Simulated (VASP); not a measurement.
A run of VASP 6.6.1:

Contents of INCAR:

```
SYSTEM = Rb3Cl
ALGO     = Normal         ! electronic algorithm
EDIFF    = 1E-7           ! SCF threshold, eV
ENCUT    = 520            ! plane-wave cutoff, eV
GGA      = PE             ! functional
ISIF     = 2              ! what is computed and relaxed
ISMEAR   = 0              ! smearing method
LASPH    = .True.         ! aspherical terms in the spheres
LCHARG   = .False.        ! write CHGCAR
LREAL    = .False.        ! projectors in reciprocal space
LWAVE    = .False.        ! write WAVECAR
NBANDS   = 25             ! bands
NELM     = 100            ! most SCF steps
PREC     = Accurate       ! precision mode
SIGMA    = 0.1            ! smearing width, eV
```

File KPOINTS:

```
k-points
0
Gamma
  6 6 6
  0 0 0
```

The input POSCAR:

```
Rb3Cl
1.0
   -2.9238288167      2.9238288167      7.1641128815
    2.9238288167     -2.9238288167      7.1641128815
    2.9238288167      2.9238288167     -7.1641128815
Rb Cl
3 1
Direct
    0.5000000000      0.5000000000      0.0000000000
    0.2500000000      0.7500000000      0.5000000000
    0.7500000000      0.2500000000      0.5000000000
    0.0000000000      0.0000000000      0.0000000000
```

Potentials or basis: VASP PAW PBE potentials, release 64 (Rb_sv, Cl).

Launch:

```console
$ cat potpaw_PBE.64/Rb_sv/POTCAR potpaw_PBE.64/Cl/POTCAR > POTCAR
$ mpirun -np 1 vasp_std > vasp.out
```

Hardware: 1 thread of Intel Xeon 8259CL (shared host).

**Question.** How long does it take, and how much memory?

**Answer.** Run time: 13 min on 1 thread of Intel Xeon 8259CL (shared host), peak memory 0.64 GiB. Counts: scf iterations 17, k points 30.
